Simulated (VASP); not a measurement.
# CaF (Fm-3m) in VASP: further runs

CaF is run at these levels: PBE; tasks: single point, relaxation of cell and atoms.

All numbers are computed with VASP 6.6.1; they aren't measurements. Logs are shortened: lines on timing, memory, paths and dates and some standing lists are left out, and cuts for length are marked.

**1. The cell of the first run**

The structure is cubic, space group Fm-3m (No. 225). The conventional cell has a = 5.313 Å, b = 5.313 Å, c = 5.313 Å, α = 90.00°, β = 90.00°, γ = 90.00°. Ca (site symmetry m-3m) has 6 F at 2.66 Å within 3.5 Å. Within 3.5 Å of F (site symmetry m-3m) lie 6 Ca at 2.66 Å.

The cell was built from a structure type or drawn by symmetry, and may not be a known phase.

**2. Single point, PBE**

Contents of INCAR:

```
PREC     = Accurate       # precision mode
ENCUT    = 600            # plane-wave cutoff, eV
EDIFF    = 1E-6           # SCF threshold, eV
ISMEAR   = 0              # smearing method
SIGMA    = 0.1            # smearing width, eV
LREAL    = False          # projectors in reciprocal space
LASPH    = True           # aspherical terms in the spheres
NELM     = 120            # most SCF steps
ALGO     = Normal         # electronic algorithm
ISIF     = 2              # what is computed and relaxed
LWAVE    = False          # write WAVECAR
LCHARG   = False          # write CHGCAR
GGA      = PE             # functional
NBANDS   = 16             # bands
GGA_COMPAT= False
```

Contents of KPOINTS:

```
regular mesh
0
Gamma
  18 18 18
```

Contents of POSCAR:

```
CaF
1.0
    0.0000000000      2.6565968173      2.6565968173
    2.6565968173      0.0000000000      2.6565968173
    2.6565968173      2.6565968173      0.0000000000
Ca F
1 1
Direct
    0.0000000000      0.0000000000      0.0000000000
    0.5000000000      0.5000000000      0.5000000000
```

Potentials or basis: VASP PAW PBE potentials, release 64 (Ca_sv, F).

On the command line:

```bash
$ cat potpaw_PBE.64/Ca_sv/POTCAR potpaw_PBE.64/F/POTCAR > POTCAR
$ mpirun -np 1 vasp_std > vasp.out
```

OUTCAR:

```text
PREC = Accurate
   ENCUT = 600
   EDIFF = 1E-6
   ISMEAR = 0
   LREAL = False
   LASPH = True
   NELM = 120
   ISIF = 2
   GGA = PE

 ion  position               nearest neighbor table
   1  0.000  0.000  0.000-
   2  0.500  0.500  0.500-

  LATTYP: Found a face centered cubic cell.
 ALAT       =     5.3131936346

  Lattice vectors:

 A1 = (   0.0000000000,   2.6565968173,   2.6565968173)
 A2 = (   2.6565968173,   0.0000000000,   2.6565968173)
 A3 = (   2.6565968173,   2.6565968173,   0.0000000000)

Analysis of symmetry for initial positions (statically):
=====================================================================
 Subroutine PRICEL returns:
 Original cell was already a primitive cell.

 Routine SETGRP: Setting up the symmetry group for a
 face centered cubic supercell.

 Subroutine GETGRP returns: Found 48 space group operations
 (whereof 48 operations were pure point group operations)
 out of a pool of 48 trial point group operations.

The static configuration has the point symmetry O_h .

Analysis of symmetry for dynamics (positions and initial velocities):
=====================================================================
 Subroutine PRICEL returns:
 Original cell was already a primitive cell.

 Routine SETGRP: Setting up the symmetry group for a
 face centered cubic supercell.

 Subroutine GETGRP returns: Found 48 space group operations
 (whereof 48 operations were pure point group operations)
 out of a pool of 48 trial point group operations.

The dynamic configuration has the point symmetry O_h .

 Subroutine INISYM returns: Found 48 space group operations
 (whereof 48 operations are pure point group operations),
 and found     1 'primitive' translations

----------------------------------------------------------------------------------------

                                     Primitive cell

  volume of cell :      37.4979

  direct lattice vectors                    reciprocal lattice vectors
     0.000000000  2.656596817  2.656596817    -0.188210720  0.188210720  0.188210720
     2.656596817  0.000000000  2.656596817     0.188210720 -0.188210720  0.188210720
     2.656596817  2.656596817  0.000000000     0.188210720  0.188210720 -0.188210720

  length of vectors
     3.756995249  3.756995249  3.756995249     0.325990530  0.325990530  0.325990530

  position of ions in fractional coordinates (direct lattice)
     0.000000000  0.000000000  0.000000000
[... 77 lines left out ...]
   NELM   =    120;   NELMIN=  2; NELMDL= -5     # of ELM steps
   EDIFF  = 0.1E-05   stopping-criterion for ELM
   LREAL  =      F    real-space projection
   EDIFFG = 0.1E-04   stopping-criterion for IOM
   NSW    =      0    number of steps for IOM
   IBRION =     -1    ionic relax: 0-MD 1-quasi-New 2-CG
   NFREE  =      0    steps in history (QN), initial steepest desc. (CG)
   ISIF   =      2    stress and relaxation
   ISYM   =      2    0-nonsym 1-usesym 2-fastsym
   POTIM  = 0.5000    time-step for ionic-motion
   TEBEG  =    0.0;   TEEND  =   0.0 temperature during run
   PSTRESS=    0.0 pullay stress
   NELECT =      17.0000    total number of electrons
   NUPDOWN=      -1.0000    fix difference up-down
   EMIN   =  10.00;   EMAX   =-10.00  energy-range for DOS
   EFERMI =   0.00;   METHOD = LEGACY
   ISMEAR =     0;   SIGMA  =   0.10  broadening in eV -4-tet -1-fermi 0-gaus
   EFERMI_NEDOS =   21; number of points for ismear=-14 and -15
   IALGO  =     38    algorithm
   IMIX   =      4    mixing-type and parameters
     AMIX     =   0.40;   BMIX     =  1.00
     AMIX_MAG =   1.60;   BMIX_MAG =  1.00
  volume/ion in A,a.u.               =      18.75       126.52
  Fermi-wavevector in a.u.,A,eV,Ry     =   1.257638  2.376590 21.519684  1.581652
  Thomas-Fermi vector in A             =   2.391287
   LORBIT       =      0    0 simple, 1 ext, 2 COOP (PROOUT), +10 PAW based schemes
   GGA     = PE    functional components
   LHFCALC =     F    Hartree Fock is set to
   AEXX    =    0.0000 exact exchange contribution
   IVDW    =     0    specifies the selected vdW correction
   LEPSILON=     F    determine dielectric tensor
   LRPA    =     F    only Hartree local field effects (RPA)
 non-spin polarized calculation
 Gauss-broadening in eV      SIGMA  =   0.10
  energy-cutoff  :      600.00
  volume of cell :       37.50
 maximum number of plane-waves:      1272
   NGX = 15   NGY = 15   NGZ = 15

 number of electron      17.0000001 magnetization

 Free energy of the ion-electron system (eV)
  ---------------------------------------------------
  ext. energy  EPLUGINS =         0.00000000
  ---------------------------------------------------
  free energy    TOTEN  =        -8.35577761 eV

  energy without entropy =       -8.34798609  energy(sigma->0) =       -8.35188185

 E-fermi :   5.0047     XC(G=0):  -9.2181

 val. band max:        5.0005845788   @ k =  -0.3889   0.4444   0.1667
 cond. band min:       5.0095831409   @ k =  -0.3333   0.4444   0.1111
 fundamental gap:      0.0089985621
 Fermi energy:         5.0047291100

 k-point     1 :       0.0000    0.0000    0.0000
  band No.  band energies     occupation
      1     -37.7446      2.00000
      2     -20.9926      2.00000
      3     -18.6577      2.00000
      4     -18.6577      2.00000
      5     -18.6577      2.00000
      6      -2.3187      2.00000
[... 433 lines left out ...]
      3     -18.6785      2.00000
      4     -18.6657      2.00000
      5     -18.6276      2.00000
      6      -2.8768      2.00000
[... 8 lines left out ...]
     15      13.6179      0.00000
     16      16.0512      0.00000

 [... further k-points ...]

------------------------ aborting loop because EDIFF is reached ----------------------------------------

  FORCE on cell =-STRESS in cart. coord.  units (eV):
  Direction    XX          YY          ZZ          XY          YZ          ZX
  --------------------------------------------------------------------------------------
  -------------------------------------------------------------------------------------
  Total       -0.0082471     -0.0082471     -0.0082471      0.0000000      0.0000000      0.0000000
  in kB       -0.3523753     -0.3523753     -0.3523753      0.0000000      0.0000000      0.0000000
  external PRESSURE =      -0.3523753 kB  Pullay stress =       0.0000000 kB

 VOLUME and BASIS-vectors are now :
 -----------------------------------------------------------------------------
  energy-cutoff  :      600.00
  volume of cell :       37.50
      direct lattice vectors                 reciprocal lattice vectors
     0.000000000  2.656596817  2.656596817    -0.188210720  0.188210720  0.188210720
     2.656596817  0.000000000  2.656596817     0.188210720 -0.188210720  0.188210720
     2.656596817  2.656596817  0.000000000     0.188210720  0.188210720 -0.188210720

 POSITION                                       TOTAL-FORCE (eV/Angst)
 -----------------------------------------------------------------------------------
      0.00000      0.00000      0.00000        -0.000000      0.000000      0.000000
      2.65660      2.65660      2.65660         0.000000     -0.000000     -0.000000
 -----------------------------------------------------------------------------------
    total drift:                                0.000000      0.000000      0.000000

  FREE ENERGIE OF THE ION-ELECTRON SYSTEM (eV)
  ---------------------------------------------------
  free  energy   TOTEN  =        -8.3557776129 eV

  energy  without entropy=       -8.3479860943  energy(sigma->0) =       -8.35188185
```

Run time: 1.8 min. Hardware: 1 thread of Intel Xeon Platinum 8375C at 2.90GHz (Ice Lake), shared host; peak memory 0.27 GiB.

What came out:

* Free energy: -8.3558 eV
* Pressure: 0.0 GPa
* Band gap on the k mesh: zero (an odd number of electrons rules out a gap without spin polarisation)

Caveat: an odd number of electrons without spin polarisation forces a metal; a magnetic or distorted state may lie lower.

**3. Relaxation of cell and atoms, PBE**

This run uses another cell than the first one, of 18.41 Å³/atom.

Contents of INCAR:

```
SYSTEM = CaF
PREC = Accurate ; ENCUT = 600
EDIFF = 1E-7 ; ISMEAR = 0
SIGMA = 0.1 ; LREAL = .FALSE.
LASPH = .TRUE. ; NELM = 120
ALGO = Normal ; ISIF = 3
LWAVE = .FALSE. ; LCHARG = .FALSE.
GGA = PE ; IBRION = 2
NSW = 100 ; EDIFFG = -0.01
GGA_COMPAT = .FALSE. ; NELMIN = 4
```

Contents of KPOINTS:

```
Automatic mesh
0
G
  18 18 18
  0 0 0
```

Contents of POSCAR:

```
CaF
1.0
    0.0000000000      2.6405748037      2.6405748037
    2.6405748037      0.0000000000      2.6405748037
    2.6405748037      2.6405748037      0.0000000000
Ca F
1 1
Direct
    0.0000000000      0.0000000000      0.0000000000
    0.5000000000      0.5000000000      0.5000000000
```

Potentials or basis: VASP PAW PBE potentials, release 64 (Ca_sv, F).

On the command line:

```bash
$ cat potpaw_PBE.64/Ca_sv/POTCAR potpaw_PBE.64/F/POTCAR > POTCAR
$ mpirun -np 1 vasp_std > vasp.out
```

OUTCAR:

```text
SYSTEM = CaF
   PREC = Accurate
   ENCUT = 600
   EDIFF = 1E-7
   ISMEAR = 0
   LREAL = .FALSE.
   LASPH = .TRUE.
   NELM = 120
   ISIF = 3
   GGA = PE
   IBRION = 2
   NSW = 100
   EDIFFG = -0.01
   NELMIN = 4

 ion  position               nearest neighbor table
   1  0.000  0.000  0.000-
   2  0.500  0.500  0.500-

  LATTYP: Found a face centered cubic cell.
 ALAT       =     5.2811496074

  Lattice vectors:

 A1 = (   0.0000000000,   2.6405748037,   2.6405748037)
 A2 = (   2.6405748037,   0.0000000000,   2.6405748037)
 A3 = (   2.6405748037,   2.6405748037,   0.0000000000)

Analysis of symmetry for initial positions (statically):
=====================================================================
 Subroutine PRICEL returns:
 Original cell was already a primitive cell.

 Routine SETGRP: Setting up the symmetry group for a
 face centered cubic supercell.

 Subroutine GETGRP returns: Found 48 space group operations
 (whereof 48 operations were pure point group operations)
 out of a pool of 48 trial point group operations.

The static configuration has the point symmetry O_h .

Analysis of symmetry for dynamics (positions and initial velocities):
=====================================================================
 Subroutine PRICEL returns:
 Original cell was already a primitive cell.
[... 229 lines left out ...]

 number of electron      17.0000001 magnetization

 Free energy of the ion-electron system (eV)
  ---------------------------------------------------
  ext. energy  EPLUGINS =         0.00000000
  ---------------------------------------------------
  free energy    TOTEN  =        -8.35481025 eV

  energy without entropy =       -8.34702186  energy(sigma->0) =       -8.35091606

 E-fermi :   5.0140     XC(G=0):  -9.2234

 val. band max:        5.0084135635   @ k =  -0.3889   0.4444   0.1667
 cond. band min:       5.0175268035   @ k =  -0.3333   0.4444   0.1111
 fundamental gap:      0.0091132400
 Fermi energy:         5.0139599899

 k-point     1 :       0.0000    0.0000    0.0000
  band No.  band energies     occupation
      1     -37.7328      2.00000
      2     -20.9901      2.00000
      3     -18.6459      2.00000
      4     -18.6459      2.00000
      5     -18.6459      2.00000
      6      -2.3152      2.00000
      7      -2.3152      2.00000
      8      -2.3152      2.00000
      9       2.1969      2.00000
     10       6.3470      0.00000
     11       6.3470      0.00000
     12       6.3470      0.00000
[... 331 lines left out ...]
 k-point    24 :      -0.2222    0.0556    0.0000
  band No.  band energies     occupation
      1     -37.7193      2.00000
      2     -21.0654      2.00000
      3     -18.6668      2.00000
      4     -18.6539      2.00000
      5     -18.6158      2.00000
      6      -2.8739      2.00000
      7      -2.5037      2.00000
      8      -2.4653      2.00000
      9       3.6973      2.00000
     10       5.9055      0.00000
     11       6.8556      0.00000
     12       6.9724      0.00000

 [... further k-points ...]

------------------------ aborting loop because EDIFF is reached ----------------------------------------

  FORCE on cell =-STRESS in cart. coord.  units (eV):
  Direction    XX          YY          ZZ          XY          YZ          ZX
  --------------------------------------------------------------------------------------
  -------------------------------------------------------------------------------------
  Total        0.0015122      0.0015122      0.0015122      0.0000000      0.0000000      0.0000000
  in kB        0.0646918      0.0646918      0.0646918      0.0000000      0.0000000      0.0000000
  external PRESSURE =       0.0646918 kB  Pullay stress =       0.0000000 kB
[... 17 lines left out ...]
  FREE ENERGIE OF THE ION-ELECTRON SYSTEM (eV)
  ---------------------------------------------------
  free  energy   TOTEN  =        -8.3548102536 eV

  energy  without entropy=       -8.3470218605  energy(sigma->0) =       -8.35091606

 reached required accuracy - stopping structural energy minimisation
```

OSZICAR:

```text
N       E                     dE             d eps       ncg     rms          rms(c)
DAV:   1     0.158954306858E+03    0.15895E+03   -0.96079E+03  4680   0.151E+03
DAV:   2     0.107788218518E+01   -0.15788E+03   -0.15164E+03  5268   0.365E+02
DAV:   3    -0.853645164109E+01   -0.96143E+01   -0.93994E+01  5944   0.916E+01
[... 30 lines left out ...]
DAV:   6    -0.835481188685E+01   -0.40940E-04   -0.64954E-05  7584   0.426E-02    0.142E-02
DAV:   7    -0.835481088332E+01    0.10035E-05   -0.50879E-06  5572   0.255E-02    0.306E-03
DAV:   8    -0.835481012696E+01    0.75636E-06   -0.35180E-07  5636   0.691E-03    0.514E-04
DAV:   9    -0.835481023159E+01   -0.10463E-06   -0.20034E-08  2672   0.151E-03    0.234E-04
DAV:  10    -0.835481025363E+01   -0.22046E-07   -0.49056E-09  2516   0.636E-04
   3 F= -.83548103E+01 E0= -.83509161E+01  d E =-.104506E-02
```

Wall time 3.5 min (1 thread of Intel Xeon Platinum 8375C at 2.90GHz (Ice Lake), shared host); peak memory 0.27 GiB.

What came out:

| Quantity | Value |
| --- | --- |
| Free energy | -8.3548 eV |
| Relaxed volume | 18.73 Å³/atom |
| Relaxed cell | a = 3.755 Å, b = 3.755 Å, c = 3.755 Å, α = 60.00°, β = 60.00°, γ = 60.00° |
| Space group after relaxing (to 0.1 Å) | Fm-3m (No. 225) |
| Energy gained by relaxing | 0.5 meV/atom |
| Ionic steps | 3 |
| Pressure after relaxing | 0.0 GPa |
| Band gap on the k mesh | zero (an odd number of electrons rules out a gap without spin polarisation) |

Step by step:
| step | energy change (eV) | largest force (eV/Å) | pressure (GPa) | volume (Å³) |
| --- | --- | --- | --- | --- |
| 1 | 0.0000 | 0.0000 | 0.53 | 36.82 |
| 2 | -0.0008 | 0.0000 | 0.25 | 37.15 |
| 3 | -0.0010 | 0.0000 | 0.01 | 37.45 |

Final structure:
```cif
data_structure
_symmetry_space_group_name_H-M 'P 1'
_symmetry_Int_Tables_number 1
_cell_length_a 3.7554
_cell_length_b 3.7554
_cell_length_c 3.7554
_cell_angle_alpha 60.000
_cell_angle_beta 60.000
_cell_angle_gamma 60.000
_cell_volume 37.45
loop_
_atom_site_label
_atom_site_type_symbol
_atom_site_fract_x
_atom_site_fract_y
_atom_site_fract_z
_atom_site_occupancy
Ca1 Ca 0.00000 0.00000 0.00000 1
F1 F 0.50000 0.50000 0.50000 1
```

Caveat: an odd number of electrons without spin polarisation forces a metal; a magnetic or distorted state may lie lower.
